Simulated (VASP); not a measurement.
# Ta in VASP: single point with LDA

Aim: the single point of Ta with LDA.

Program: VASP 6.6.1. These are calculated values, not measurements. Logs are shortened: lines on timing, memory, paths and dates and some standing lists are left out, and cuts for length are marked.

### Step 1. The cell of the first run

The typed cell holds 1 atom: a = 2.942 Å, b = 2.942 Å, c = 2.942 Å, α = 120.00°, β = 120.00°, γ = 90.01°.

### Step 2. Single point, LDA

The input, INCAR:

```
SYSTEM = Ta
PREC     = Accurate       ! precision mode
ENCUT    = 500            ! plane-wave cutoff, eV
EDIFF    = 1E-6           ! SCF threshold, eV
ISMEAR   = 0              ! smearing method
SIGMA    = 0.2            ! smearing width, eV
LREAL    = .False.        ! projectors in reciprocal space
LASPH    = .True.         ! aspherical terms in the spheres
NELM     = 120            ! most SCF steps
ALGO     = Normal         ! electronic algorithm
ISIF     = 2              ! what is computed and relaxed
LWAVE    = .False.        ! write WAVECAR
LCHARG   = .True.         ! write CHGCAR
LELF     = .True.         ! ELF
LVHAR    = .True.       
NBANDS   = 12             ! bands
GGA_COMPAT= .False.
```

The input, KPOINTS:

```
regular mesh
0
Gamma
  22 22 22
  0 0 0
```

The input, POSCAR:

```
Ta
1.0
   -1.4711972949      1.4711972949      2.0802729750
    1.4711972949     -1.4711972949      2.0802729750
    1.4711972949      1.4711972949     -2.0802729750
Ta
1
Direct
    0.0000000000      0.0000000000      0.0000000000
```

Potentials or basis: VASP PAW LDA potentials, release 64 (Ta_pv).

Command:

```
cat potpaw_LDA.64/Ta_pv/POTCAR > POTCAR
mpirun -np 1 vasp_std > vasp.out
```

OUTCAR:

```text
SYSTEM = Ta
   PREC = Accurate
   ENCUT = 500
   EDIFF = 1E-6
   ISMEAR = 0
   LREAL = .False.
   LASPH = .True.
   NELM = 120
   ISIF = 2

 ion  position               nearest neighbor table
   1  0.000  0.000  0.000-

  LATTYP: Found a body centered tetragonal cell.
 ALAT       =     2.9423945898
 C/A-ratio  =     1.4140000000

  Lattice vectors:

 A1 = (  -1.4711972949,   1.4711972949,   2.0802729750)
 A2 = (   1.4711972949,  -1.4711972949,   2.0802729750)
 A3 = (   1.4711972949,   1.4711972949,  -2.0802729750)

Analysis of symmetry for initial positions (statically):
=====================================================================
 Subroutine PRICEL returns:
 Original cell was already a primitive cell.

 Routine SETGRP: Setting up the symmetry group for a
 body centered tetragonal supercell.

 Subroutine GETGRP returns: Found 16 space group operations
 (whereof 16 operations were pure point group operations)
 out of a pool of 16 trial point group operations.

The static configuration has the point symmetry D_4h.

Analysis of symmetry for dynamics (positions and initial velocities):
=====================================================================
 Subroutine PRICEL returns:
 Original cell was already a primitive cell.

 Routine SETGRP: Setting up the symmetry group for a
 body centered tetragonal supercell.

 Subroutine GETGRP returns: Found 16 space group operations
 (whereof 16 operations were pure point group operations)
 out of a pool of 16 trial point group operations.

The dynamic configuration has the point symmetry D_4h.

 Subroutine INISYM returns: Found 16 space group operations
 (whereof 16 operations are pure point group operations),
 and found     1 'primitive' translations

----------------------------------------------------------------------------------------

                                     Primitive cell

  volume of cell :      18.0104

  direct lattice vectors                    reciprocal lattice vectors
    -1.471197295  1.471197295  2.080272975     0.000000000  0.339859244  0.240353072
     1.471197295 -1.471197295  2.080272975     0.339859244  0.000000000  0.240353072
     1.471197295  1.471197295 -2.080272975     0.339859244  0.339859244  0.000000000

  length of vectors
     2.942172431  2.942172431  2.942172431     0.416261822  0.416261822  0.480633552

  position of ions in fractional coordinates (direct lattice)
     0.000000000  0.000000000  0.000000000

  ion indices of the primitive-cell ions
   primitive index   ion index
[... 76 lines left out ...]
   NSW    =      0    number of steps for IOM
   IBRION =     -1    ionic relax: 0-MD 1-quasi-New 2-CG
   NFREE  =      0    steps in history (QN), initial steepest desc. (CG)
   ISIF   =      2    stress and relaxation
   ISYM   =      2    0-nonsym 1-usesym 2-fastsym
   POTIM  = 0.5000    time-step for ionic-motion
   TEBEG  =    0.0;   TEEND  =   0.0 temperature during run
   PSTRESS=    0.0 pullay stress
   NELECT =      11.0000    total number of electrons
   NUPDOWN=      -1.0000    fix difference up-down
   EMIN   =  10.00;   EMAX   =-10.00  energy-range for DOS
   EFERMI =   0.00;   METHOD = LEGACY
   ISMEAR =     0;   SIGMA  =   0.20  broadening in eV -4-tet -1-fermi 0-gaus
   EFERMI_NEDOS =   21; number of points for ismear=-14 and -15
   IALGO  =     38    algorithm
   IMIX   =      4    mixing-type and parameters
     AMIX     =   0.40;   BMIX     =  1.00
     AMIX_MAG =   1.60;   BMIX_MAG =  1.00
  volume/ion in A,a.u.               =      18.01       121.54
  Fermi-wavevector in a.u.,A,eV,Ry     =   1.388988  2.624806 26.249534  1.929286
  Thomas-Fermi vector in A             =   2.513061
   LORBIT       =      0    0 simple, 1 ext, 2 COOP (PROOUT), +10 PAW based schemes
   GGA     = CA    functional components
   LHFCALC =     F    Hartree Fock is set to
   AEXX    =    0.0000 exact exchange contribution
   IVDW    =     0    specifies the selected vdW correction
   LEPSILON=     F    determine dielectric tensor
   LRPA    =     F    only Hartree local field effects (RPA)
 non-spin polarized calculation
 Gauss-broadening in eV      SIGMA  =   0.20
  energy-cutoff  :      500.00
  volume of cell :       18.01
 maximum number of plane-waves:       471
 NGX is ok and might be reduce to    24
   NGX = 11   NGY = 11   NGZ = 11

 number of electron      11.0000001 magnetization

 Free energy of the ion-electron system (eV)
  ---------------------------------------------------
  ext. energy  EPLUGINS =         0.00000000
  ---------------------------------------------------
  free energy    TOTEN  =       -12.54765853 eV

  energy without entropy =      -12.52320865  energy(sigma->0) =      -12.53543359

 E-fermi :   5.7937     XC(G=0): -12.7987

 val. band max:        5.7917726568   @ k =  -0.1818   0.4091   0.1364
 cond. band min:       5.8280644924   @ k =  -0.3636   0.5000   0.0909
 fundamental gap:      0.0362918356
 Fermi energy:         5.7937159399

 k-point     1 :       0.0000    0.0000    0.0000
  band No.  band energies     occupation
      1     -27.5136      2.00000
      2     -27.5136      2.00000
      3     -27.5136      2.00000
      4      -2.4444      2.00000
      5       6.1578      0.01003
      6       6.1578      0.01003
      7       6.1599      0.00963
      8       9.2886      0.00000
      9       9.2915      0.00000
     10      18.4610      0.00000
     11      19.0490      0.00000
     12      23.4524      0.00000
[... 331 lines left out ...]
 k-point    24 :      -0.4545    0.0455   -0.0000
  band No.  band energies     occupation
      1     -28.6572      2.00000
      2     -27.6774      2.00000
      3     -27.6761      2.00000
      4       1.0530      2.00000
      5       5.7802      1.07636
      6       6.0437      0.07717
      7       6.4164      0.00001
      8      11.4881      0.00000
      9      11.7025      0.00000
     10      16.5179      0.00000
     11      18.6717      0.00000
     12      19.0632      0.00000

 [... further k-points ...]
[... 5 lines left out ...]
  --------------------------------------------------------------------------------------
  -------------------------------------------------------------------------------------
  Total       -0.2466570     -0.2466570     -0.2499048      0.0000000      0.0000000      0.0000000
  in kB      -21.9422833    -21.9422833    -22.2312056      0.0000000      0.0000000      0.0000000
  external PRESSURE =     -22.0385907 kB  Pullay stress =       0.0000000 kB

 VOLUME and BASIS-vectors are now :
 -----------------------------------------------------------------------------
  energy-cutoff  :      500.00
  volume of cell :       18.01
      direct lattice vectors                 reciprocal lattice vectors
    -1.471197295  1.471197295  2.080272975     0.000000000  0.339859244  0.240353072
     1.471197295 -1.471197295  2.080272975     0.339859244  0.000000000  0.240353072
     1.471197295  1.471197295 -2.080272975     0.339859244  0.339859244  0.000000000

 POSITION                                       TOTAL-FORCE (eV/Angst)
 -----------------------------------------------------------------------------------
      0.00000      0.00000      0.00000        -0.000000      0.000000      0.000000
 -----------------------------------------------------------------------------------
    total drift:                               -0.000000      0.000000      0.000000

  FREE ENERGIE OF THE ION-ELECTRON SYSTEM (eV)
  ---------------------------------------------------
  free  energy   TOTEN  =       -12.5476585330 eV

  energy  without entropy=      -12.5232086530  energy(sigma->0) =      -12.53543359
```

It took 38 s on 1 thread of Intel Xeon 6975P-C (Granite Rapids), shared host; peak memory 0.26 GiB.

What came out:

```
Free energy : -12.5477 eV
Pressure    : -2.2 GPa
```

Levels at points of the mesh, in eV from the Fermi level:
```tsv
k point	band 2	band 3	band 4	band 5	band 6	band 7	band 8	band 9
(0.00, 0.00, 0.00)	-33.31	-33.31	-8.24	0.36	0.36	0.37	3.49	3.50
(0.50, 0.00, 0.00)	-33.47	-33.47	-4.79	0.11	0.11	0.97	6.00	6.00
(0.50, 0.50, 0.00)	-33.74	-33.74	-4.65	-3.58	3.27	5.97	6.75	6.75
(0.50, 0.50, 0.50)	-33.74	-33.74	-4.65	-3.58	3.27	5.97	6.75	6.75
```

Caveat: spin-orbit coupling is left out, which moves the levels of the heavy elements.
